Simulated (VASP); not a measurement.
# Ge (Fd-3m) in VASP: further runs

Runs on Ge. Level: PBE. Tasks: single point.

Program: VASP 6.6.1. These are calculated values, not measurements. Logs are shortened: lines on timing, memory, paths and dates and some standing lists are left out, and cuts for length are marked.

## Step 1: The cell of the first run

Symmetry: Fd-3m, No. 227, cubic system. The conventional cell has a = 5.658 Å, b = 5.658 Å, c = 5.658 Å, α = 90.00°, β = 90.00°, γ = 90.00°. Ge (site symmetry -43m) has 4 Ge at 2.45 Å within 3.2 Å.

## Step 2: Single point, PBE

File INCAR:

```
  PREC = Accurate
  ENCUT = 520
  EDIFF = 1E-6
  ISMEAR = 0
  SIGMA = 0.15
  LREAL = F
  LASPH = T
  NELM = 100
  ALGO = Normal
  ISIF = 2
  LWAVE = F
  LCHARG = F
  GGA = PE
  NBANDS = 21
```

File KPOINTS:

```
Automatic mesh
0
Gamma
  16 16 16
```

File POSCAR:

```
Ge
1.0
    0.0000000000      2.8287700000      2.8287700000
    2.8287700000      0.0000000000      2.8287700000
    2.8287700000      2.8287700000      0.0000000000
Ge
2
Direct
    0.5000000000      0.5000000000      0.5000000000
    0.7500000000      0.7500000000      0.7500000000
```

Potentials or basis: VASP PAW PBE potentials, release 64 (Ge_d).

Started as:

```bash
$ cat potpaw_PBE.64/Ge_d/POTCAR > POTCAR
$ mpirun -np 1 vasp_std > vasp.out
```

OUTCAR:

```text
PREC = Accurate
   ENCUT = 520
   EDIFF = 1E-6
   ISMEAR = 0
   LREAL = F
   LASPH = T
   NELM = 100
   ISIF = 2
   GGA = PE

 ion  position               nearest neighbor table
   1  0.500  0.500  0.500-   2 2.45   2 2.45   2 2.45   2 2.45
   2  0.750  0.750  0.750-   1 2.45   1 2.45   1 2.45   1 2.45

  LATTYP: Found a face centered cubic cell.
 ALAT       =     5.6575400000

  Lattice vectors:

 A1 = (   0.0000000000,   2.8287700000,   2.8287700000)
 A2 = (   2.8287700000,   0.0000000000,   2.8287700000)
 A3 = (   2.8287700000,   2.8287700000,   0.0000000000)

Analysis of symmetry for initial positions (statically):
=====================================================================
 Subroutine PRICEL returns:
 Original cell was already a primitive cell.

 Routine SETGRP: Setting up the symmetry group for a
 face centered cubic supercell.

 Subroutine GETGRP returns: Found 48 space group operations
 (whereof 24 operations were pure point group operations)
 out of a pool of 48 trial point group operations.

The static configuration has the point symmetry T_d .
 The point group associated with its full space group is O_h .

Analysis of symmetry for dynamics (positions and initial velocities):
=====================================================================
 Subroutine PRICEL returns:
 Original cell was already a primitive cell.

 Routine SETGRP: Setting up the symmetry group for a
 face centered cubic supercell.

 Subroutine GETGRP returns: Found 48 space group operations
 (whereof 24 operations were pure point group operations)
 out of a pool of 48 trial point group operations.

The dynamic configuration has the point symmetry T_d .
 The point group associated with its full space group is O_h .

 Subroutine INISYM returns: Found 48 space group operations
 (whereof 24 operations are pure point group operations),
 and found     1 'primitive' translations

----------------------------------------------------------------------------------------

                                     Primitive cell

  volume of cell :      45.2713

  direct lattice vectors                    reciprocal lattice vectors
     0.000000000  2.828770000  2.828770000    -0.176755268  0.176755268  0.176755268
     2.828770000  0.000000000  2.828770000     0.176755268 -0.176755268  0.176755268
     2.828770000  2.828770000  0.000000000     0.176755268  0.176755268 -0.176755268

  length of vectors
     4.000484899  4.000484899  4.000484899     0.306149105  0.306149105  0.306149105

  position of ions in fractional coordinates (direct lattice)
     0.500000000  0.500000000  0.500000000
     0.750000000  0.750000000  0.750000000

  ion indices of the primitive-cell ions
   primitive index   ion index
                 1           1
                 2           2

----------------------------------------------------------------------------------------

 KPOINTS: Automatic mesh

Automatic generation of k-mesh.
 Grid dimensions read from file:
 generate k-points for:   16   16   16

 Generating k-lattice:

  Cartesian coordinates                     Fractional coordinates (reciprocal lattice)
    -0.011047204  0.011047204  0.011047204     0.062500000  0.000000000  0.000000000
     0.011047204 -0.011047204  0.011047204     0.000000000  0.062500000  0.000000000
     0.011047204  0.011047204 -0.011047204     0.000000000  0.000000000  0.062500000

  Length of vectors
     0.019134319  0.019134319  0.019134319

  Shift w.r.t. Gamma in fractional coordinates (k-lattice)
     0.000000000  0.000000000  0.000000000

 Subroutine IBZKPT returns following result:
 ===========================================

 Found    145 irreducible k-points:

 Following reciprocal coordinates:
            Coordinates               Weight
  0.000000  0.000000  0.000000      1.000000
  0.062500  0.000000  0.000000      8.000000
  0.125000  0.000000  0.000000      8.000000
  0.187500  0.000000  0.000000      8.000000
  0.250000  0.000000  0.000000      8.000000
  0.312500  0.000000  0.000000      8.000000
[... 16 lines left out ...]
 -0.125000  0.062500  0.000000     24.000000
 -0.062500  0.062500  0.000000     12.000000
 [... further k-points ...]
   k-points           NKPTS =    145   k-points in BZ     NKDIM =    145   number of bands    NBANDS=     21
   number of dos      NEDOS =    301   number of ions     NIONS =      2
   total plane-waves  NPLWV =  27000
   dimension x,y,z NGX =    30 NGY =   30 NGZ =   30
   dimension x,y,z NGXF=    60 NGYF=   60 NGZF=   60
   ions per type =               2
   NGX,Y,Z   is equivalent  to a cutoff of  12.47, 12.47, 12.47 a.u.
   NGXF,Y,Z  is equivalent  to a cutoff of  24.93, 24.93, 24.93 a.u.
 SYSTEM =  unknown system
   PREC   = accura    normal or accurate (medium, high low for compatibility)
   ISTART =      0    job   : 0-new  1-cont  2-samecut
   ICHARG =      2    charge: 1-file 2-atom 10-const
   ISPIN  =      1    spin polarized calculation?
   LNONCOLLINEAR =      F non collinear calculations
   LSORBIT =      F    spin-orbit coupling
   LASPH  =      T    aspherical Exc in radial PAW
   ENCUT  =  520.0 eV  38.22 Ry    6.18 a.u.   7.44  7.44  7.44*2*pi/ulx,y,z
   NELM   =    100;   NELMIN=  2; NELMDL= -5     # of ELM steps
   EDIFF  = 0.1E-05   stopping-criterion for ELM
   LREAL  =      F    real-space projection
   EDIFFG = 0.1E-04   stopping-criterion for IOM
   NSW    =      0    number of steps for IOM
   IBRION =     -1    ionic relax: 0-MD 1-quasi-New 2-CG
   NFREE  =      0    steps in history (QN), initial steepest desc. (CG)
   ISIF   =      2    stress and relaxation
   ISYM   =      2    0-nonsym 1-usesym 2-fastsym
   POTIM  = 0.5000    time-step for ionic-motion
   TEBEG  =    0.0;   TEEND  =   0.0 temperature during run
   PSTRESS=    0.0 pullay stress
   NELECT =      28.0000    total number of electrons
   NUPDOWN=      -1.0000    fix difference up-down
   EMIN   =  10.00;   EMAX   =-10.00  energy-range for DOS
   EFERMI =   0.00;   METHOD = LEGACY
   ISMEAR =     0;   SIGMA  =   0.15  broadening in eV -4-tet -1-fermi 0-gaus
   EFERMI_NEDOS =   21; number of points for ismear=-14 and -15
   IALGO  =     38    algorithm
   IMIX   =      4    mixing-type and parameters
     AMIX     =   0.40;   BMIX     =  1.00
     AMIX_MAG =   1.60;   BMIX_MAG =  1.00
  volume/ion in A,a.u.               =      22.64       152.75
  Fermi-wavevector in a.u.,A,eV,Ry     =   1.394825  2.635838 26.470653  1.945538
  Thomas-Fermi vector in A             =   2.518337
   LORBIT       =      0    0 simple, 1 ext, 2 COOP (PROOUT), +10 PAW based schemes
   GGA     = PE    functional components
   LHFCALC =     F    Hartree Fock is set to
   AEXX    =    0.0000 exact exchange contribution
   IVDW    =     0    specifies the selected vdW correction
   LEPSILON=     F    determine dielectric tensor
   LRPA    =     F    only Hartree local field effects (RPA)
 non-spin polarized calculation
 Gauss-broadening in eV      SIGMA  =   0.15
  energy-cutoff  :      520.00
  volume of cell :       45.27
 maximum number of plane-waves:      1243
 NGX is ok and might be reduce to    30
   NGX = 15   NGY = 15   NGZ = 15

 number of electron      28.0000022 magnetization

 Free energy of the ion-electron system (eV)
  ---------------------------------------------------
  ext. energy  EPLUGINS =         0.00000000
  ---------------------------------------------------
  free energy    TOTEN  =        -9.00990471 eV

  energy without entropy =       -9.00954894  energy(sigma->0) =       -9.00972683

 E-fermi :   5.0713     XC(G=0):  -9.9259

 val. band max:        5.0287589927   @ k =   0.0000   0.0000   0.0000
 cond. band min:       5.1781914111   @ k =   0.5000   0.0000   0.0000
 fundamental gap:      0.1494324184
 Fermi energy:         5.0712848817

 k-point     1 :       0.0000    0.0000    0.0000
  band No.  band energies     occupation
      1     -19.8222      2.00000
      2     -19.8222      2.00000
      3     -19.8222      2.00000
      4     -19.7860      2.00000
      5     -19.7860      2.00000
      6     -19.5754      2.00000
[... 13 lines left out ...]
     20      14.4767      0.00000
     21      14.4767      0.00000

 k-point     2 :       0.0625    0.0000    0.0000
  band No.  band energies     occupation
      1     -19.8248      2.00000
      2     -19.8248      2.00000
      3     -19.8216      2.00000
      4     -19.7826      2.00000
      5     -19.7826      2.00000
      6     -19.5797      2.00000
[... 13 lines left out ...]
     20      14.0934      0.00000
     21      14.0934      0.00000

 k-point     3 :       0.1250    0.0000    0.0000
  band No.  band energies     occupation
      1     -19.8303      2.00000
      2     -19.8303      2.00000
      3     -19.8197      2.00000
      4     -19.7746      2.00000
      5     -19.7746      2.00000
      6     -19.5873      2.00000
[... 13 lines left out ...]
     20      13.5768      0.00000
     21      13.5768      0.00000

 k-point     4 :       0.1875    0.0000    0.0000
  band No.  band energies     occupation
      1     -19.8359      2.00000
      2     -19.8359      2.00000
      3     -19.8169      2.00000
      4     -19.7656      2.00000
      5     -19.7656      2.00000
      6     -19.5947      2.00000
[... 13 lines left out ...]
     20      13.2825      0.00000
     21      13.2825      0.00000

 k-point     5 :       0.2500    0.0000    0.0000
  band No.  band energies     occupation
      1     -19.8404      2.00000
      2     -19.8404      2.00000
      3     -19.8136      2.00000
      4     -19.7574      2.00000
      5     -19.7574      2.00000
      6     -19.6009      2.00000
[... 13 lines left out ...]
     20      13.3274      0.00000
     21      13.3274      0.00000
[... 382 lines left out ...]
     20      13.1593      0.00000
     21      14.2771      0.00000

 k-point    22 :      -0.1875    0.0625    0.0000
  band No.  band energies     occupation
      1     -19.8411      2.00000
      2     -19.8361      2.00000
      3     -19.8152      2.00000
      4     -19.7648      2.00000
      5     -19.7565      2.00000
      6     -19.6056      2.00000
[... 13 lines left out ...]
     20      13.1513      0.00000
     21      13.8441      0.00000

 k-point    23 :      -0.1250    0.0625    0.0000
  band No.  band energies     occupation
      1     -19.8358      2.00000
      2     -19.8303      2.00000
      3     -19.8194      2.00000
      4     -19.7727      2.00000
      5     -19.7661      2.00000
      6     -19.5976      2.00000
[... 13 lines left out ...]
     20      12.9725      0.00000
     21      13.6415      0.00000

 k-point    24 :      -0.0625    0.0625    0.0000
  band No.  band energies     occupation
      1     -19.8298      2.00000
      2     -19.8253      2.00000
      3     -19.8220      2.00000
      4     -19.7797      2.00000
      5     -19.7756      2.00000
      6     -19.5887      2.00000
[... 13 lines left out ...]
     20      13.4548      0.00000
     21      13.9613      0.00000

 [... further k-points ...]

------------------------ aborting loop because EDIFF is reached ----------------------------------------

  FORCE on cell =-STRESS in cart. coord.  units (eV):
  Direction    XX          YY          ZZ          XY          YZ          ZX
  --------------------------------------------------------------------------------------
  -------------------------------------------------------------------------------------
  Total        1.0134698      1.0134698      1.0134698      0.0000000      0.0000000      0.0000000
  in kB       35.8672828     35.8672828     35.8672828      0.0000000      0.0000000      0.0000000
  external PRESSURE =      35.8672828 kB  Pullay stress =       0.0000000 kB

 VOLUME and BASIS-vectors are now :
 -----------------------------------------------------------------------------
  energy-cutoff  :      520.00
  volume of cell :       45.27
      direct lattice vectors                 reciprocal lattice vectors
     0.000000000  2.828770000  2.828770000    -0.176755268  0.176755268  0.176755268
     2.828770000  0.000000000  2.828770000     0.176755268 -0.176755268  0.176755268
     2.828770000  2.828770000  0.000000000     0.176755268  0.176755268 -0.176755268

 POSITION                                       TOTAL-FORCE (eV/Angst)
 -----------------------------------------------------------------------------------
      2.82877      2.82877      2.82877         0.000000      0.000000     -0.000000
      4.24315      4.24315      4.24315        -0.000000     -0.000000      0.000000
 -----------------------------------------------------------------------------------
    total drift:                                0.000000     -0.000000     -0.000000

  FREE ENERGIE OF THE ION-ELECTRON SYSTEM (eV)
  ---------------------------------------------------
  free  energy   TOTEN  =        -9.0099047144 eV

  energy  without entropy=       -9.0095489429  energy(sigma->0) =       -9.00972683
```

Wall time 3.5 min (1 thread of Intel Xeon 8259CL, shared host); peak memory 0.24 GiB.

What came out:

| Quantity | Value |
| --- | --- |
| Free energy | -9.0099 eV |
| Pressure | 3.6 GPa |

Levels at points of the mesh, in eV from the Fermi level:
```csv
k point,band 12,band 13,band 14,band 15,band 16,band 17
"(0.00, 0.00, 0.00)",-0.08,-0.08,-0.08,-0.04,2.48,2.48
"(0.50, 0.00, 0.00)",-7.68,-1.48,-1.48,0.11,3.67,3.67
"(0.50, 0.50, 0.00)",-8.96,-3.15,-3.15,0.68,0.68,9.44
```

Caveat: the cell stands under pressure.

## Step 3: Single point, PBE

File INCAR:

```
ALGO = Normal
EDIFF = 1E-6
ENCUT = 520
GGA = PE
ISIF = 2
ISMEAR = 0
LASPH = T
LCHARG = F
LREAL = F
LWAVE = F
NBANDS = 21
NELM = 80
PREC = Accurate
SIGMA = 0.15
```

File KPOINTS:

```
k-points
0
Gamma
  14 14 14
```

POSCAR is that of step 2.

Potentials or basis: VASP PAW PBE potentials, release 64 (Ge_d).

Started as:

```bash
$ cat potpaw_PBE.64/Ge_d/POTCAR > POTCAR
$ mpirun -np 1 vasp_std > vasp.out
```

Wall time 2.5 min (1 thread of Intel Xeon 8259CL, shared host); peak memory 0.22 GiB.

Results (log left out):

```
Free energy : -9.0096 eV
Pressure    : 3.6 GPa
```

Levels at points of the mesh, in eV from the Fermi level:
```
           k point  band 10  band 11  band 12  band 13  band 14  band 15  band 16  band 17  band 18  band 19
(0.00, 0.00, 0.00)   -24.62   -12.84    -0.07    -0.07    -0.07    -0.03     2.49     2.49     2.49     6.36
(0.50, 0.00, 0.00)   -24.60   -10.75    -7.67    -1.47    -1.47     0.12     3.68     3.68     7.06    10.50
(0.50, 0.50, 0.00)   -24.58    -8.96    -8.96    -3.14    -3.14     0.69     0.69     9.45     9.45    11.54
```

Caveat: the cell stands under pressure.
